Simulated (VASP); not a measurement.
# Mg (P6_3/mmc) in VASP: a series of runs

Mg is run at these levels: PBE; tasks: single point, relaxation of cell and atoms.

All numbers are computed with VASP 6.6.1; they aren't measurements. Logs are shortened: lines on timing, memory, paths and dates and some standing lists are left out, and cuts for length are marked.

## 1. The cell of the first run

The structure is hexagonal, space group P6_3/mmc (No. 194). Conventional cell: a = 3.199 Å, b = 3.199 Å, c = 5.179 Å, α = 90.00°, β = 90.00°, γ = 120.00°. Within 4.2 Å of Mg (site symmetry -6m2) lie 12 Mg at 3.18 to 3.20 Å.

## 2. Single point, PBE

Input file INCAR:

```
SYSTEM = Mg
PREC     = Accurate       ! precision mode
ENCUT    = 520            ! plane-wave cutoff, eV
EDIFF    = 1E-7           ! SCF threshold, eV
ISMEAR   = -1             ! smearing method
SIGMA    = 0.05           ! smearing width, eV
LREAL    = .FALSE.        ! projectors in reciprocal space
LASPH    = .TRUE.         ! aspherical terms in the spheres
NELM     = 80             ! most SCF steps
ALGO     = Normal         ! electronic algorithm
ISIF     = 2              ! what is computed and relaxed
LWAVE    = .FALSE.        ! write WAVECAR
LCHARG   = .FALSE.        ! write CHGCAR
GGA      = PE             ! functional
NBANDS   = 9              ! bands
```

Input file KPOINTS:

```
regular mesh
0
G
  18 18 10
  0 0 0
```

Input file POSCAR:

```
Mg
1.0
    3.1986355953      0.0000000000      0.0000000000
   -1.5993177977      2.7700996830      0.0000000000
    0.0000000000      0.0000000000      5.1789881039
Mg
2
Direct
    0.3333333333      0.6666666667      0.2500000000
    0.6666666667      0.3333333333      0.7500000000
```

Potentials or basis: VASP PAW PBE potentials, release 64 (Mg).

Run with:

```console
$ cat potpaw_PBE.64/Mg/POTCAR > POTCAR
$ mpirun -np 1 vasp_std > vasp.out
```

OUTCAR:

```text
SYSTEM = Mg
   PREC = Accurate
   ENCUT = 520
   EDIFF = 1E-7
   ISMEAR = -1
   LREAL = .FALSE.
   LASPH = .TRUE.
   NELM = 80
   ISIF = 2
   GGA = PE

 ion  position               nearest neighbor table
   1  0.333  0.667  0.250-   2 3.18   2 3.18   2 3.18   2 3.18   2 3.18   2 3.18
   2  0.667  0.333  0.750-   1 3.18   1 3.18   1 3.18   1 3.18   1 3.18   1 3.18

  LATTYP: Found a hexagonal cell.
 ALAT       =     3.1986355953
 C/A-ratio  =     1.6191241389

  Lattice vectors:

 A1 = (   3.1986355953,   0.0000000000,   0.0000000000)
 A2 = (  -1.5993177977,   2.7700996830,   0.0000000000)
 A3 = (   0.0000000000,   0.0000000000,   5.1789881039)

Analysis of symmetry for initial positions (statically):
=====================================================================
 Subroutine PRICEL returns:
 Original cell was already a primitive cell.

 Routine SETGRP: Setting up the symmetry group for a
 hexagonal supercell.

 Subroutine GETGRP returns: Found 24 space group operations
 (whereof 12 operations were pure point group operations)
 out of a pool of 24 trial point group operations.

The static configuration has the point symmetry D_3d.
 The point group associated with its full space group is D_6h.

Analysis of symmetry for dynamics (positions and initial velocities):
=====================================================================
 Subroutine PRICEL returns:
 Original cell was already a primitive cell.

 Routine SETGRP: Setting up the symmetry group for a
 hexagonal supercell.

 Subroutine GETGRP returns: Found 24 space group operations
 (whereof 12 operations were pure point group operations)
 out of a pool of 24 trial point group operations.

The dynamic configuration has the point symmetry D_3d.
 The point group associated with its full space group is D_6h.

 Subroutine INISYM returns: Found 24 space group operations
 (whereof 12 operations are pure point group operations),
 and found     1 'primitive' translations

----------------------------------------------------------------------------------------

                                     Primitive cell

  volume of cell :      45.8886

  direct lattice vectors                    reciprocal lattice vectors
     3.198635595  0.000000000  0.000000000     0.312633299  0.180498920  0.000000000
    -1.599317798  2.770099683  0.000000000     0.000000000  0.360997839  0.000000000
     0.000000000  0.000000000  5.178988104     0.000000000  0.000000000  0.193087912

  length of vectors
     3.198635595  3.198635595  5.178988104     0.360997839  0.360997839  0.193087912

  position of ions in fractional coordinates (direct lattice)
     0.333333333  0.666666667  0.250000000
     0.666666667  0.333333333  0.750000000

  ion indices of the primitive-cell ions
   primitive index   ion index
                 1           1
                 2           2

----------------------------------------------------------------------------------------

 KPOINTS: regular mesh

Automatic generation of k-mesh.
 Grid dimensions read from file:
 generate k-points for:   18   18   10

 Generating k-lattice:

  Cartesian coordinates                     Fractional coordinates (reciprocal lattice)
     0.017368517  0.010027718  0.000000000     0.055555556  0.000000000  0.000000000
     0.000000000  0.020055436  0.000000000     0.000000000  0.055555556  0.000000000
     0.000000000  0.000000000  0.019308791     0.000000000  0.000000000  0.100000000

  Length of vectors
     0.020055436  0.020055436  0.019308791

  Shift w.r.t. Gamma in fractional coordinates (k-lattice)
     0.000000000  0.000000000  0.000000000

 Subroutine IBZKPT returns following result:
 ===========================================

 Found    222 irreducible k-points:

 Following reciprocal coordinates:
            Coordinates               Weight
  0.000000  0.000000  0.000000      1.000000
  0.055556  0.000000  0.000000      6.000000
  0.111111  0.000000  0.000000      6.000000
  0.166667  0.000000  0.000000      6.000000
  0.222222  0.000000  0.000000      6.000000
  0.277778  0.000000  0.000000      6.000000
[... 16 lines left out ...]
  0.333333  0.111111  0.000000     12.000000
  0.388889  0.111111  0.000000     12.000000
 [... further k-points ...]
   k-points           NKPTS =    222   k-points in BZ     NKDIM =    222   number of bands    NBANDS=      9
   number of dos      NEDOS =    301   number of ions     NIONS =      2
   total plane-waves  NPLWV =  23040
   dimension x,y,z NGX =    24 NGY =   24 NGZ =   40
   dimension x,y,z NGXF=    48 NGYF=   48 NGZF=   80
   ions per type =               2
   NGX,Y,Z   is equivalent  to a cutoff of  12.47, 12.47, 12.84 a.u.
   NGXF,Y,Z  is equivalent  to a cutoff of  24.95, 24.95, 25.68 a.u.
 SYSTEM =  Mg
   PREC   = accura    normal or accurate (medium, high low for compatibility)
   ISTART =      0    job   : 0-new  1-cont  2-samecut
   ICHARG =      2    charge: 1-file 2-atom 10-const
   ISPIN  =      1    spin polarized calculation?
   LNONCOLLINEAR =      F non collinear calculations
   LSORBIT =      F    spin-orbit coupling
   LASPH  =      T    aspherical Exc in radial PAW
   ENCUT  =  520.0 eV  38.22 Ry    6.18 a.u.   5.95  5.95  9.63*2*pi/ulx,y,z
   NELM   =     80;   NELMIN=  2; NELMDL= -5     # of ELM steps
   EDIFF  = 0.1E-06   stopping-criterion for ELM
   LREAL  =      F    real-space projection
   EDIFFG = 0.1E-05   stopping-criterion for IOM
   NSW    =      0    number of steps for IOM
   IBRION =     -1    ionic relax: 0-MD 1-quasi-New 2-CG
   NFREE  =      0    steps in history (QN), initial steepest desc. (CG)
   ISIF   =      2    stress and relaxation
   ISYM   =      2    0-nonsym 1-usesym 2-fastsym
   POTIM  = 0.5000    time-step for ionic-motion
   TEBEG  =    0.0;   TEEND  =   0.0 temperature during run
   PSTRESS=    0.0 pullay stress
   NELECT =       4.0000    total number of electrons
   NUPDOWN=      -1.0000    fix difference up-down
   EMIN   =  10.00;   EMAX   =-10.00  energy-range for DOS
   EFERMI =   0.00;   METHOD = LEGACY
   ISMEAR =    -1;   SIGMA  =   0.05  broadening in eV -4-tet -1-fermi 0-gaus
   EFERMI_NEDOS =   21; number of points for ismear=-14 and -15
   IALGO  =     38    algorithm
   IMIX   =      4    mixing-type and parameters
     AMIX     =   0.40;   BMIX     =  1.00
     AMIX_MAG =   1.60;   BMIX_MAG =  1.00
  volume/ion in A,a.u.               =      22.94       154.84
  Fermi-wavevector in a.u.,A,eV,Ry     =   0.725872  1.371698  7.168768  0.526890
  Thomas-Fermi vector in A             =   1.816702
   LORBIT       =      0    0 simple, 1 ext, 2 COOP (PROOUT), +10 PAW based schemes
   GGA     = PE    functional components
   LHFCALC =     F    Hartree Fock is set to
   AEXX    =    0.0000 exact exchange contribution
   IVDW    =     0    specifies the selected vdW correction
   LEPSILON=     F    determine dielectric tensor
   LRPA    =     F    only Hartree local field effects (RPA)
 non-spin polarized calculation
  energy-cutoff  :      520.00
  volume of cell :       45.89
 maximum number of plane-waves:      1272
 NGX is ok and might be reduce to    24
   NGX = 11   NGY = 11   NGZ = 19

 number of electron       4.0000000 magnetization

 Free energy of the ion-electron system (eV)
  ---------------------------------------------------
  ext. energy  EPLUGINS =         0.00000000
  ---------------------------------------------------
  free energy    TOTEN  =        -3.01607313 eV

  energy without entropy =       -3.00887929  energy(sigma->0) =       -3.01247621

 E-fermi :   2.6273     XC(G=0):  -8.4927

 val. band max:        2.6196162470   @ k =   0.2778   0.2222   0.2000
 cond. band min:       2.6326328636   @ k =   0.3889   0.1111   0.3000
 fundamental gap:      0.0130166166
 Fermi energy:         2.6273183723

 k-point     1 :       0.0000    0.0000    0.0000
  band No.  band energies     occupation
      1      -4.2977      2.00000
      2       0.9658      2.00000
      3       1.4201      2.00000
      4      13.5499      0.00000
      5      13.5499      0.00000
      6      13.6583      0.00000
      7      13.6583      0.00000
      8      14.4844      0.00000
      9      16.0357      0.00000

 k-point     2 :       0.0556    0.0000    0.0000
  band No.  band energies     occupation
      1      -4.2370      2.00000
      2       1.0212      2.00000
      3       1.4791      2.00000
      4      12.1281      0.00000
      5      12.7405      0.00000
      6      13.5153      0.00000
      7      14.5548      0.00000
      8      15.1472      0.00000
      9      16.7118      0.00000

 k-point     3 :       0.1111    0.0000    0.0000
  band No.  band energies     occupation
      1      -4.0551      2.00000
      2       1.1875      2.00000
      3       1.6553      2.00000
      4      10.4229      0.00000
      5      11.9779      0.00000
      6      12.7667      0.00000
      7      15.1425      0.00000
      8      15.3222      0.00000
      9      15.5267      0.00000

 k-point     4 :       0.1667    0.0000    0.0000
  band No.  band energies     occupation
      1      -3.7528      2.00000
      2       1.4648      2.00000
      3       1.9454      2.00000
      4       8.7557      0.00000
      5      11.3164      0.00000
      6      11.9442      0.00000
      7      13.4920      0.00000
      8      14.4175      0.00000
      9      16.0061      0.00000
[... 205 lines left out ...]
 k-point    22 :       0.2778    0.1111    0.0000
  band No.  band energies     occupation
      1      -1.9590      2.00000
      2       3.1312      0.00008
      3       3.3848      0.00000
      4       4.6749      0.00000
      5       7.3763      0.00000
      6       9.1705      0.00000
      7      10.1319      0.00000
      8      12.2459      0.00000
      9      13.0881      0.00000

 k-point    23 :       0.3333    0.1111    0.0000
  band No.  band energies     occupation
      1      -1.1924      2.00000
      2       2.8312      0.03332
      3       3.8534      0.00000
      4       4.6291      0.00000
      5       7.0088      0.00000
      6       7.8927      0.00000
      7       9.0705      0.00000
      8      11.9539      0.00000
      9      12.8462      0.00000

 k-point    24 :       0.3889    0.1111    0.0000
  band No.  band energies     occupation
      1      -0.3166      2.00000
      2       1.7324      2.00000
      3       4.6826      0.00000
      4       5.2885      0.00000
      5       6.6092      0.00000
      6       6.7282      0.00000
      7       8.2729      0.00000
      8      11.7798      0.00000
      9      12.6988      0.00000

 [... further k-points ...]
[... 5 lines left out ...]
  --------------------------------------------------------------------------------------
  -------------------------------------------------------------------------------------
  Total       -0.0325644     -0.0325644     -0.0398998      0.0000000      0.0000000     -0.0000000
  in kB       -1.1369683     -1.1369683     -1.3930814      0.0000000      0.0000000     -0.0000000
  external PRESSURE =      -1.2223393 kB  Pullay stress =       0.0000000 kB

 VOLUME and BASIS-vectors are now :
 -----------------------------------------------------------------------------
  energy-cutoff  :      520.00
  volume of cell :       45.89
      direct lattice vectors                 reciprocal lattice vectors
     3.198635595  0.000000000  0.000000000     0.312633299  0.180498920  0.000000000
    -1.599317798  2.770099683  0.000000000     0.000000000  0.360997839  0.000000000
     0.000000000  0.000000000  5.178988104     0.000000000  0.000000000  0.193087912

 POSITION                                       TOTAL-FORCE (eV/Angst)
 -----------------------------------------------------------------------------------
     -0.00000      1.84673      1.29475         0.000000     -0.000000      0.000000
      1.59932      0.92337      3.88424        -0.000000      0.000000      0.000000
 -----------------------------------------------------------------------------------
    total drift:                                0.000000     -0.000000      0.000000

  FREE ENERGIE OF THE ION-ELECTRON SYSTEM (eV)
  ---------------------------------------------------
  free  energy   TOTEN  =        -3.0160731346 eV

  energy  without entropy=       -3.0088792874  energy(sigma->0) =       -3.01247621
```

Run time: 37 s. Hardware: 1 thread of Intel Xeon 6975P-C, shared host; peak memory 0.22 GiB.

What came out:

```
Free energy            : -3.0161 eV
Pressure               : -0.1 GPa
Band gap on the k mesh : zero (band 2 reaches 3.63 eV, above the bottom of band 3 at 1.42 eV)
```

## 3. Single point, PBE

Input file INCAR:

```
PREC     = Accurate       # precision mode
ENCUT    = 520            # plane-wave cutoff, eV
EDIFF    = 1E-6           # SCF threshold, eV
ISMEAR   = -1             # smearing method
SIGMA    = 0.05           # smearing width, eV
LREAL    = F              # projectors in reciprocal space
LASPH    = T              # aspherical terms in the spheres
NELM     = 100            # most SCF steps
ALGO     = Normal         # electronic algorithm
ISIF     = 2              # what is computed and relaxed
LWAVE    = F              # write WAVECAR
LCHARG   = F              # write CHGCAR
GGA      = PE             # functional
NBANDS   = 9              # bands
```

Input file KPOINTS:

```
Automatic mesh
0
Gamma
  18 18 10
```

POSCAR is that of step 2.

Potentials or basis: VASP PAW PBE potentials, release 64 (Mg).

Run with:

```console
$ cat potpaw_PBE.64/Mg/POTCAR > POTCAR
$ mpirun -np 1 vasp_std > vasp.out
```

It took 39 s on 1 thread of Intel Xeon 6975P-C, shared host; peak memory 0.23 GiB.

The run converged. Its results:

```
Free energy            : -3.0161 eV
Pressure               : -0.1 GPa
Band gap on the k mesh : zero (band 2 reaches 3.63 eV, above the bottom of band 3 at 1.42 eV)
```

Levels at points of the mesh, in eV from the Fermi level:
| k point | band 1 | band 2 | band 3 | band 4 | band 5 | band 6 | band 7 |
| --- | --- | --- | --- | --- | --- | --- | --- |
| (0.00, 0.00, 0.00) | -6.92 | -1.66 | -1.21 | 10.92 | 10.92 | 11.03 | 11.03 |
| (0.50, 0.00, 0.00) | -2.14 | -2.13 | 2.67 | 3.04 | 3.31 | 3.71 | 6.86 |
| (0.00, 0.00, 0.50) | -5.53 | -5.53 | 5.09 | 5.09 | 11.67 | 11.67 | 11.67 |
| (0.50, 0.00, 0.50) | -1.10 | -1.10 | -0.44 | -0.44 | 8.04 | 8.04 | 8.05 |

## 4. Relaxation of cell and atoms, PBE

This run uses another cell than the first one, of 23.24 Å³/atom, 1.013 times its volume.

Input file INCAR:

```
SYSTEM = Mg
PREC = Accurate
ENCUT = 600
EDIFF = 1E-6
ISMEAR = -1
SIGMA = 0.05
LREAL = .False.
LASPH = .True.
NELM = 80
ALGO = Normal
ISIF = 3
LWAVE = .False.
LCHARG = .False.
GGA = PE
IBRION = 2
NSW = 100
EDIFFG = -0.003
```

Input file KPOINTS:

```
regular mesh
0
Gamma
  18 18 10
  0 0 0
```

Input file POSCAR:

```
Mg
1.0
    3.2092700000      0.0000000000      0.0000000000
   -1.6046350000      2.7793093476      0.0000000000
    0.0000000000      0.0000000000      5.2103300000
Mg
2
Direct
    0.3333333333      0.6666666667      0.2500000000
    0.6666666667      0.3333333333      0.7500000000
```

Run with:

```console
$ cat potpaw_PBE.64/Mg/POTCAR > POTCAR
$ mpirun -np 1 vasp_std > vasp.out
```

Run time: 1.7 min. Hardware: 1 thread of Intel Xeon 6975P-C, shared host; peak memory 0.24 GiB.

The run converged. Its results:

| Property | Result |
| --- | --- |
| Free energy | -3.0162 eV |
| Relaxed volume | 22.86 Å³/atom |
| Relaxed cell | a = 3.195 Å, b = 3.195 Å, c = 5.170 Å, α = 90.00°, β = 90.00°, γ = 120.00° |
| Space group after relaxing (to 0.05 Å) | P6_3/mmc (No. 194) |
| Energy gained by relaxing | 0.7 meV/atom |
| Ionic steps | 6 |
| Pressure after relaxing | 0.0 GPa |
| Band gap on the k mesh | zero (band 2 reaches 3.65 eV, above the bottom of band 3 at 1.45 eV) |

Step by step:
| step | energy change (eV) | largest force (eV/Å) | pressure (GPa) | volume (Å³) |
| --- | --- | --- | --- | --- |
| 1 | 0.0000 | 0.0000 | -0.57 | 46.47 |
| 2 | -0.0013 | 0.0000 | -0.15 | 45.92 |
| 3 | -0.0014 | 0.0000 | 0.00 | 45.73 |
| 4 | -0.0014 | 0.0000 | 0.01 | 45.72 |
| 5 | -0.0014 | 0.0000 | 0.01 | 45.72 |
| 6 | -0.0014 | 0.0000 | 0.01 | 45.72 |

Final structure:
```
Mg
1.0
     3.19547    0.00000    0.00000
    -1.59773    2.76736    0.00000
     0.00000    0.00000    5.17029
Mg
2
Direct
  0.33333 0.66667 0.25000
  0.66667 0.33333 0.75000
```

Levels at points of the mesh, in eV from the Fermi level:
```csv
k point,band 1,band 2,band 3,band 4,band 5,band 6
"(0.00, 0.00, 0.00)",-6.94,-1.66,-1.20,10.94,10.94,11.05
"(0.50, 0.00, 0.00)",-2.15,-2.14,2.68,3.04,3.32,3.73
"(0.00, 0.00, 0.50)",-5.54,-5.54,5.11,5.11,11.69,11.69
"(0.50, 0.00, 0.50)",-1.10,-1.10,-0.44,-0.44,8.05,8.06
```
